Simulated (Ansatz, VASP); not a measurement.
# One calculation of RbW, two programs

```
CELL_PARAMETERS angstrom
3.47422 0.00000 0.00000
-1.73711 3.00876 0.00000
0.00000 0.00000 5.38199
ATOMIC_POSITIONS crystal
Rb 0.00000 0.00000 0.50000
W 0.66667 0.33333 0.00000
```

Change from the starting cell: volume scaled by 0.94.

Alike in both runs: task single point; functional PBE; k mesh 9 × 9 × 5; occupations fermi-dirac, width 0.05 eV; no spin polarisation.

|  | VASP | Ansatz |
| --- | --- | --- |
| version | VASP 6.6.1 | Ansatz 0.2.0 |
| potentials or method | VASP PAW PBE potentials, release 64 (Rb_sv, W_sv), cutoff 520 eV | all-electron LAPW, scalar-relativistic |

Ansatz gave:

```
gap on the k mesh at the Fermi level (eV)                     : none
pressure (GPa)                                                : -5.3
traceless stress, the component that is largest in VASP (GPa) : 18.16
```

Which values does VASP return?

gap on the k mesh at the Fermi level (eV): none; pressure (GPa): -5.2; traceless stress, the component that is largest in VASP (GPa): 18.17.

A gap of «none» marks a metal or a gap that the smearing closes. Ansatz ran all-electron here, and VASP with PAW potentials.

Spin-orbit coupling is off throughout.
